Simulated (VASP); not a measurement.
# HfB2 in VASP: further runs

HfB2 is run at these levels: PBE; tasks: single point.

Program: VASP 6.6.1. These are calculated values, not measurements. Logs are shortened: lines on timing, memory, paths and dates and some standing lists are left out, and cuts for length are marked.

## 1. The cell of the first run

Symmetry: P6/mmm, No. 191, hexagonal system. Conventional cell: a = 3.140 Å, b = 3.140 Å, c = 3.480 Å, α = 90.00°, β = 90.00°, γ = 120.00°. Within 3.3 Å of Hf (site symmetry 6/mmm) lie 12 B at 2.51 Å and 6 Hf at 3.14 Å. Within 2.4 Å of B (site symmetry -6m2) lie 3 B at 1.81 Å.

## 2. Single point, PBE

Contents of INCAR:

```
ALGO = Normal
EDIFF = 1E-6
ENCUT = 520
GGA = PE
ISIF = 2
ISMEAR = -1
LASPH = True
LCHARG = False
LREAL = False
LWAVE = False
NBANDS = 15
NELM = 80
PREC = Accurate
SIGMA = 0.1
```

Contents of KPOINTS:

```
k-points
0
Gamma
  13 13 10
```

Contents of POSCAR:

```
HfB2
1.0
    3.1400000000      0.0000000000      0.0000000000
   -1.5700000000      2.7193200000      0.0000000000
    0.0000000000      0.0000000000      3.4800000000
Hf B
1 2
Direct
    0.0000000000      0.0000000000      0.0000000000
    0.3333333333      0.6666666667      0.5000000000
    0.6666666667      0.3333333333      0.5000000000
```

Potentials or basis: VASP PAW PBE potentials, release 64 (Hf_pv, B).

On the command line:

```
> cat potpaw_PBE.64/Hf_pv/POTCAR potpaw_PBE.64/B/POTCAR > POTCAR
> mpirun -np 1 vasp_std > vasp.out
```

OUTCAR:

```text
EDIFF = 1E-6
   ENCUT = 520
   GGA = PE
   ISIF = 2
   ISMEAR = -1
   LASPH = True
   LREAL = False
   NELM = 80
   PREC = Accurate

 ion  position               nearest neighbor table
   1  0.000  0.000  0.000-   2 2.51   3 2.51   2 2.51   3 2.51   3 2.51   3 2.51   2 2.51   2 2.51
                             3 2.51   3 2.51   2 2.51   2 2.51
   2  0.333  0.667  0.500-   3 1.81   3 1.81   3 1.81   1 2.51   1 2.51   1 2.51   1 2.51   1 2.51
                             1 2.51
   3  0.667  0.333  0.500-   2 1.81   2 1.81   2 1.81   1 2.51   1 2.51   1 2.51   1 2.51   1 2.51
                             1 2.51

  LATTYP: Found a hexagonal cell.
 ALAT       =     3.1400000000
 C/A-ratio  =     1.1082802548

  Lattice vectors:

 A1 = (   3.1400000000,   0.0000000000,   0.0000000000)
 A2 = (  -1.5700000000,   2.7193200000,   0.0000000000)
 A3 = (   0.0000000000,   0.0000000000,   3.4800000000)

Analysis of symmetry for initial positions (statically):
=====================================================================
 Subroutine PRICEL returns:
 Original cell was already a primitive cell.

 Routine SETGRP: Setting up the symmetry group for a
 hexagonal supercell.

 Subroutine GETGRP returns: Found 24 space group operations
 (whereof 24 operations were pure point group operations)
 out of a pool of 24 trial point group operations.

The static configuration has the point symmetry D_6h.

Analysis of symmetry for dynamics (positions and initial velocities):
=====================================================================
 Subroutine PRICEL returns:
 Original cell was already a primitive cell.

 Routine SETGRP: Setting up the symmetry group for a
 hexagonal supercell.

 Subroutine GETGRP returns: Found 24 space group operations
 (whereof 24 operations were pure point group operations)
 out of a pool of 24 trial point group operations.

The dynamic configuration has the point symmetry D_6h.

 Subroutine INISYM returns: Found 24 space group operations
 (whereof 24 operations are pure point group operations),
 and found     1 'primitive' translations

----------------------------------------------------------------------------------------

                                     Primitive cell

  volume of cell :      29.7146

  direct lattice vectors                    reciprocal lattice vectors
     3.140000000  0.000000000  0.000000000     0.318471338  0.183869497  0.000000000
    -1.570000000  2.719320000  0.000000000     0.000000000  0.367738994  0.000000000
     0.000000000  0.000000000  3.480000000     0.000000000  0.000000000  0.287356322

  length of vectors
     3.140000000  3.140000201  3.480000000     0.367739017  0.367738994  0.287356322

  position of ions in fractional coordinates (direct lattice)
     0.000000000  0.000000000  0.000000000
     0.333333333  0.666666667  0.500000000
     0.666666667  0.333333333  0.500000000

  ion indices of the primitive-cell ions
   primitive index   ion index
                 1           1
                 2           2
                 3           3

----------------------------------------------------------------------------------------

 KPOINTS: k-points

Automatic generation of k-mesh.
 Grid dimensions read from file:
 generate k-points for:   13   13   10

 Generating k-lattice:

  Cartesian coordinates                     Fractional coordinates (reciprocal lattice)
     0.024497795  0.014143807  0.000000000     0.076923077  0.000000000  0.000000000
     0.000000000  0.028287615  0.000000000     0.000000000  0.076923077  0.000000000
     0.000000000  0.000000000  0.028735632     0.000000000  0.000000000  0.100000000

  Length of vectors
     0.028287617  0.028287615  0.028735632

  Shift w.r.t. Gamma in fractional coordinates (k-lattice)
     0.000000000  0.000000000  0.000000000

 Subroutine IBZKPT returns following result:
 ===========================================

 Found    126 irreducible k-points:

 Following reciprocal coordinates:
            Coordinates               Weight
  0.000000  0.000000  0.000000      1.000000
  0.076923  0.000000  0.000000      6.000000
  0.153846  0.000000  0.000000      6.000000
  0.230769 -0.000000  0.000000      6.000000
  0.307692  0.000000  0.000000      6.000000
  0.384615 -0.000000  0.000000      6.000000
[... 16 lines left out ...]
  0.076923  0.000000  0.100000     12.000000
  0.153846  0.000000  0.100000     12.000000
 [... further k-points ...]
   k-points           NKPTS =    126   k-points in BZ     NKDIM =    126   number of bands    NBANDS=     15
   number of dos      NEDOS =    301   number of ions     NIONS =      3
   total plane-waves  NPLWV =  16128
   dimension x,y,z NGX =    24 NGY =   24 NGZ =   28
   dimension x,y,z NGXF=    48 NGYF=   48 NGZF=   56
   ions per type =               1   2
   NGX,Y,Z   is equivalent  to a cutoff of  12.71, 12.71, 13.38 a.u.
   NGXF,Y,Z  is equivalent  to a cutoff of  25.41, 25.41, 26.75 a.u.
 SYSTEM =  unknown system
   PREC   = accura    normal or accurate (medium, high low for compatibility)
   ISTART =      0    job   : 0-new  1-cont  2-samecut
   ICHARG =      2    charge: 1-file 2-atom 10-const
   ISPIN  =      1    spin polarized calculation?
   LNONCOLLINEAR =      F non collinear calculations
   LSORBIT =      F    spin-orbit coupling
   LASPH  =      T    aspherical Exc in radial PAW
   ENCUT  =  520.0 eV  38.22 Ry    6.18 a.u.   5.84  5.84  6.47*2*pi/ulx,y,z
   NELM   =     80;   NELMIN=  2; NELMDL= -5     # of ELM steps
   EDIFF  = 0.1E-05   stopping-criterion for ELM
   LREAL  =      F    real-space projection
   EDIFFG = 0.1E-04   stopping-criterion for IOM
   NSW    =      0    number of steps for IOM
   IBRION =     -1    ionic relax: 0-MD 1-quasi-New 2-CG
   NFREE  =      0    steps in history (QN), initial steepest desc. (CG)
   ISIF   =      2    stress and relaxation
   ISYM   =      2    0-nonsym 1-usesym 2-fastsym
   POTIM  = 0.5000    time-step for ionic-motion
   TEBEG  =    0.0;   TEEND  =   0.0 temperature during run
   PSTRESS=    0.0 pullay stress
   NELECT =      16.0000    total number of electrons
   NUPDOWN=      -1.0000    fix difference up-down
   EMIN   =  10.00;   EMAX   =-10.00  energy-range for DOS
   EFERMI =   0.00;   METHOD = LEGACY
   ISMEAR =    -1;   SIGMA  =   0.10  broadening in eV -4-tet -1-fermi 0-gaus
   EFERMI_NEDOS =   21; number of points for ismear=-14 and -15
   IALGO  =     38    algorithm
   IMIX   =      4    mixing-type and parameters
     AMIX     =   0.40;   BMIX     =  1.00
     AMIX_MAG =   1.60;   BMIX_MAG =  1.00
  volume/ion in A,a.u.               =       9.90        66.84
  Fermi-wavevector in a.u.,A,eV,Ry     =   1.331860  2.516850 24.134692  1.773850
  Thomas-Fermi vector in A             =   2.460838
   LORBIT       =      0    0 simple, 1 ext, 2 COOP (PROOUT), +10 PAW based schemes
   GGA     = PE    functional components
   LHFCALC =     F    Hartree Fock is set to
   AEXX    =    0.0000 exact exchange contribution
   IVDW    =     0    specifies the selected vdW correction
   LEPSILON=     F    determine dielectric tensor
   LRPA    =     F    only Hartree local field effects (RPA)
 non-spin polarized calculation
  energy-cutoff  :      520.00
  volume of cell :       29.71
 maximum number of plane-waves:       820
 NGX is ok and might be reduce to    24
   NGX = 11   NGY = 11   NGZ = 13

 number of electron      15.9999998 magnetization

 Free energy of the ion-electron system (eV)
  ---------------------------------------------------
  ext. energy  EPLUGINS =         0.00000000
  ---------------------------------------------------
  free energy    TOTEN  =       -26.40552306 eV

  energy without entropy =      -26.39729045  energy(sigma->0) =      -26.40140675

 E-fermi :   7.7489     XC(G=0): -12.5966

 val. band max:        7.6491169391   @ k =   0.2308   0.2308   0.0000
 cond. band min:       7.7909586469   @ k =   0.3077   0.1538   0.0000
 fundamental gap:      0.1418417078
 Fermi energy:         7.7488826081

 k-point     1 :       0.0000    0.0000    0.0000
  band No.  band energies     occupation
      1     -22.9651      2.00000
      2     -22.4673      2.00000
      3     -22.4673      2.00000
      4      -6.0832      2.00000
      5       4.6669      2.00000
      6       4.7734      2.00000
      7       4.7734      2.00000
      8       4.8900      2.00000
      9      11.6962      0.00000
     10      11.6962      0.00000
     11      12.3316      0.00000
     12      12.3316      0.00000
     13      12.6617      0.00000
     14      12.6617      0.00000
     15      12.6650      0.00000

 k-point     2 :       0.0769    0.0000    0.0000
  band No.  band energies     occupation
      1     -22.9576      2.00000
      2     -22.5138      2.00000
      3     -22.4776      2.00000
      4      -5.9551      2.00000
      5       4.4059      2.00000
      6       4.7659      2.00000
      7       4.7786      2.00000
      8       4.7968      2.00000
      9      11.3148      0.00000
     10      11.6058      0.00000
     11      11.6959      0.00000
     12      11.8596      0.00000
     13      13.0904      0.00000
     14      13.4248      0.00000
     15      13.6703      0.00000

 k-point     3 :       0.1538    0.0000    0.0000
  band No.  band energies     occupation
      1     -22.9367      2.00000
      2     -22.6406      2.00000
      3     -22.5059      2.00000
      4      -5.5827      2.00000
      5       3.5085      2.00000
      6       4.5019      2.00000
      7       4.7240      2.00000
      8       5.1186      2.00000
      9      10.2552      0.00000
     10      11.3639      0.00000
     11      11.3688      0.00000
     12      12.0445      0.00000
     13      13.5875      0.00000
     14      14.5547      0.00000
     15      14.6374      0.00000
[... 343 lines left out ...]
 k-point    23 :       0.0769    0.0000    0.1000
  band No.  band energies     occupation
      1     -22.9844      2.00000
      2     -22.5117      2.00000
      3     -22.4756      2.00000
      4      -5.8001      2.00000
      5       3.5461      2.00000
      6       4.4902      2.00000
      7       4.8461      2.00000
      8       5.9499      2.00000
      9      10.4548      0.00000
     10      10.4618      0.00000
     11      11.9845      0.00000
     12      12.1987      0.00000
     13      13.3036      0.00000
     14      13.7419      0.00000
     15      14.2423      0.00000

 k-point    24 :       0.1538    0.0000    0.1000
  band No.  band energies     occupation
      1     -22.9629      2.00000
      2     -22.6379      2.00000
      3     -22.5038      2.00000
      4      -5.4381      2.00000
      5       3.4558      2.00000
      6       3.7544      2.00000
      7       4.7489      2.00000
      8       5.8451      2.00000
      9       9.8640      0.00000
     10      10.2921      0.00000
     11      12.3299      0.00000
     12      12.4842      0.00000
     13      13.1860      0.00000
     14      14.5727      0.00000
     15      15.0615      0.00000

 [... further k-points ...]
[... 5 lines left out ...]
  --------------------------------------------------------------------------------------
  -------------------------------------------------------------------------------------
  Total        0.1718311      0.1718311      0.2136739      0.0000000      0.0000000     -0.0000000
  in kB        9.2649494      9.2649510     11.5210697      0.0000000      0.0000000     -0.0000000
  external PRESSURE =      10.0169900 kB  Pullay stress =       0.0000000 kB

 VOLUME and BASIS-vectors are now :
 -----------------------------------------------------------------------------
  energy-cutoff  :      520.00
  volume of cell :       29.71
      direct lattice vectors                 reciprocal lattice vectors
     3.140000000  0.000000000  0.000000000     0.318471338  0.183869497  0.000000000
    -1.570000000  2.719320000  0.000000000     0.000000000  0.367738994  0.000000000
     0.000000000  0.000000000  3.480000000     0.000000000  0.000000000  0.287356322

 POSITION                                       TOTAL-FORCE (eV/Angst)
 -----------------------------------------------------------------------------------
      0.00000      0.00000      0.00000         0.000000      0.000000      0.000000
     -0.00000      1.81288      1.74000        -0.000000     -0.000000      0.000000
      1.57000      0.90644      1.74000         0.000000      0.000000     -0.000000
 -----------------------------------------------------------------------------------
    total drift:                               -0.000000      0.000000      0.000000

  FREE ENERGIE OF THE ION-ELECTRON SYSTEM (eV)
  ---------------------------------------------------
  free  energy   TOTEN  =       -26.4055230591 eV

  energy  without entropy=      -26.3972904498  energy(sigma->0) =      -26.40140675
```

Wall time 20 s (1 thread of Intel Xeon 6975P-C (Granite Rapids), shared host); peak memory 0.18 GiB.

Results:

- Free energy: -26.4055 eV
- Pressure: 1.0 GPa
- Band gap on the k mesh: zero (band 8 reaches 8.40 eV, above the bottom of band 9 at 7.35 eV)

Stress tensor (GPa, compression positive):
```
0.93 0.00 0.00
0.00 0.93 0.00
0.00 0.00 1.15
```

Caveat: spin-orbit coupling is left out, which moves the levels of the heavy elements.

## 3. Single point, PBE

Contents of INCAR:

```
ALGO = Normal
EDIFF = 1E-7
ENCUT = 520
GGA = PE
ISIF = 2
ISMEAR = -1
LASPH = True
LCHARG = True
LELF = True
LREAL = False
LVHAR = True
LWAVE = False
NBANDS = 15
NELM = 80
PREC = Accurate
SIGMA = 0.1
```

KPOINTS is that of step 2.

Contents of POSCAR:

```
HfB2
1.0
    3.1400000000     -0.0157000000     -0.0157000000
   -1.5835966000      2.7271700000     -0.0057466000
   -0.0174000000     -0.0174000000      3.4800000000
Hf B
1 2
Direct
    0.0000000000      0.0000000000      0.0000000000
    0.3333333333      0.6666666667      0.5000000000
    0.6666666667      0.3333333333      0.5000000000
```

Potentials or basis: VASP PAW PBE potentials, release 64 (Hf_pv, B).

On the command line:

```
> cat potpaw_PBE.64/Hf_pv/POTCAR potpaw_PBE.64/B/POTCAR > POTCAR
> mpirun -np 1 vasp_std > vasp.out
```

Run time: 1.8 min. Hardware: 1 thread of Intel Xeon 6975P-C (Granite Rapids), shared host; peak memory 0.46 GiB.

Results (log left out):

```
Free energy            : -26.3980 eV
Pressure               : 1.1 GPa
Largest force          : 0.014 eV/Å
Band gap on the k mesh : zero (band 8 reaches 8.39 eV, above the bottom of band 9 at 7.32 eV)
```

Forces on the atoms (eV/Å):
```
Hf   0.000  0.000  0.000
B   -0.013  0.001 -0.002
B    0.013 -0.001  0.002
```

Stress tensor (GPa, compression positive):
```
1.01 2.75 2.69
2.75 1.01 2.69
2.69 2.69 1.27
```

Levels at points of the mesh, in eV from the Fermi level:
| k point | band 5 | band 6 | band 7 | band 8 | band 9 | band 10 | band 11 | band 12 |
| --- | --- | --- | --- | --- | --- | --- | --- | --- |
| (0.00, 0.00, 0.00) | -3.09 | -3.02 | -2.92 | -2.85 | 3.91 | 3.95 | 4.56 | 4.64 |
| (0.00, 0.00, 0.50) | -8.44 | -1.30 | -1.24 | 0.20 | 0.27 | 0.84 | 1.02 | 2.17 |

Caveat: spin-orbit coupling is left out, which moves the levels of the heavy elements.

## 4. Single point, PBE

Contents of INCAR:

```
SYSTEM = HfB2
PREC     = Accurate       ! precision mode
ENCUT    = 520            ! plane-wave cutoff, eV
EDIFF    = 1E-6           ! SCF threshold, eV
ISMEAR   = -1             ! smearing method
SIGMA    = 0.1            ! smearing width, eV
LREAL    = .FALSE.        ! projectors in reciprocal space
LASPH    = .TRUE.         ! aspherical terms in the spheres
NELM     = 60             ! most SCF steps
ALGO     = Normal         ! electronic algorithm
ISIF     = 2              ! what is computed and relaxed
LWAVE    = .FALSE.        ! write WAVECAR
LCHARG   = .FALSE.        ! write CHGCAR
GGA      = PE             ! functional
NBANDS   = 15             ! bands
```

Contents of KPOINTS:

```
Automatic mesh
0
G
  13 13 10
  0 0 0
```

Contents of POSCAR:

```
HfB2
1.0
    3.1400000000     -0.0078500000     -0.0078500000
   -1.5767983000      2.7232450000     -0.0028733000
   -0.0087000000     -0.0087000000      3.4800000000
Hf B
1 2
Direct
    0.0000000000      0.0000000000      0.0000000000
    0.3333333333      0.6666666667      0.5000000000
    0.6666666667      0.3333333333      0.5000000000
```

On the command line:

```
> cat potpaw_PBE.64/Hf_pv/POTCAR potpaw_PBE.64/B/POTCAR > POTCAR
> mpirun -np 1 vasp_std > vasp.out
```

It took 1.8 min on 1 thread of Intel Xeon 6975P-C (Granite Rapids), shared host; peak memory 0.46 GiB.

The run converged. Its results:

- Free energy: -26.4036 eV
- Pressure: 1.0 GPa
- Largest force: 0.006 eV/Å
- Band gap on the k mesh: zero (band 8 reaches 8.40 eV, above the bottom of band 9 at 7.34 eV)

Forces in eV/Å, atoms in the order of the input:
```
Hf   0.000  0.000  0.000
B   -0.006  0.000  0.000
B    0.006  0.000  0.000
```

Stress tensor (GPa, compression positive):
```
0.95 1.37 1.34
1.37 0.95 1.34
1.34 1.34 1.18
```

Levels at points of the mesh, in eV from the Fermi level:
```
           k point  band 6  band 7  band 8  band 9  band 10  band 11
(0.00, 0.00, 0.00)   -3.00   -2.95   -2.86    3.93     3.95     4.56
(0.00, 0.00, 0.50)   -1.29   -1.26    0.22    0.26     0.88     0.97
```

Caveat: spin-orbit coupling is left out, which moves the levels of the heavy elements.

## 5. Single point, PBE

Contents of INCAR:

```
ALGO = Normal
EDIFF = 1E-6
ENCUT = 520
GGA = PE
ISIF = 2
ISMEAR = -1
LASPH = T
LCHARG = F
LREAL = F
LWAVE = F
NBANDS = 15
NELM = 60
PREC = Accurate
SIGMA = 0.1
```

Contents of KPOINTS:

```
k-points
0
Gamma
  13 13 10
```

Contents of POSCAR:

```
HfB2
1.0
    3.1400000000      0.0078500000      0.0078500000
   -1.5632017000      2.7153950000      0.0028733000
    0.0087000000      0.0087000000      3.4800000000
Hf B
1 2
Direct
    0.0000000000      0.0000000000      0.0000000000
    0.3333333333      0.6666666667      0.5000000000
    0.6666666667      0.3333333333      0.5000000000
```

On the command line:

```
> cat potpaw_PBE.64/Hf_pv/POTCAR potpaw_PBE.64/B/POTCAR > POTCAR
> mpirun -np 1 vasp_std > vasp.out
```

It took 1.7 min on 1 thread of Intel Xeon 6975P-C (Granite Rapids), shared host; peak memory 0.46 GiB.

The run converged. Its results:

- Free energy: -26.4037 eV
- Pressure: 1.0 GPa
- Largest force: 0.006 eV/Å
- Band gap on the k mesh: zero (band 8 reaches 8.40 eV, above the bottom of band 9 at 7.34 eV)

Forces on the atoms (eV/Å):
```
Hf   0.000  0.000  0.000
B    0.006  0.000  0.000
B   -0.006  0.000  0.000
```

Stress tensor (GPa, compression positive):
```
 0.95 -1.35 -1.32
-1.35  0.95 -1.32
-1.32 -1.32  1.18
```

Levels at points of the mesh, in eV from the Fermi level:
| k point | band 6 | band 7 | band 8 | band 9 | band 10 | band 11 |
| --- | --- | --- | --- | --- | --- | --- |
| (0.00, 0.00, 0.00) | -3.00 | -2.95 | -2.86 | 3.93 | 3.95 | 4.56 |
| (0.00, 0.00, 0.50) | -1.29 | -1.26 | 0.22 | 0.26 | 0.88 | 0.97 |

Caveat: spin-orbit coupling is left out, which moves the levels of the heavy elements.

## 6. Overview

```tsv
cell	gap on the mesh (eV)	pressure (GPa)	largest force (eV/Å)
a = 3.140, b = 3.140, c = 3.480 Å, angles 90.0, 90.0, 120.0°, 3 atoms	none	1.0	-
a = 3.140, b = 3.154, c = 3.480 Å, angles 90.2, 90.6, 120.4°, 3 atoms	none	1.1	0.01
a = 3.140, b = 3.147, c = 3.480 Å, angles 90.1, 90.3, 120.2°, 3 atoms	none	1.0	0.01
a = 3.140, b = 3.133, c = 3.480 Å, angles 89.9, 89.7, 119.8°, 3 atoms	none	1.0	0.01
```

Alike in all rows: task single point; level PBE; potentials or basis VASP PAW PBE potentials, release 64 (Hf_pv, B); no spin polarisation; k mesh 13 × 13 × 10; cutoff (eV) 520; smearing fermi-dirac 0.1 eV.

Caveats: spin-orbit coupling is left out, which moves the levels of the heavy elements.

Absolute energies hang on the potentials; compare differences alone.
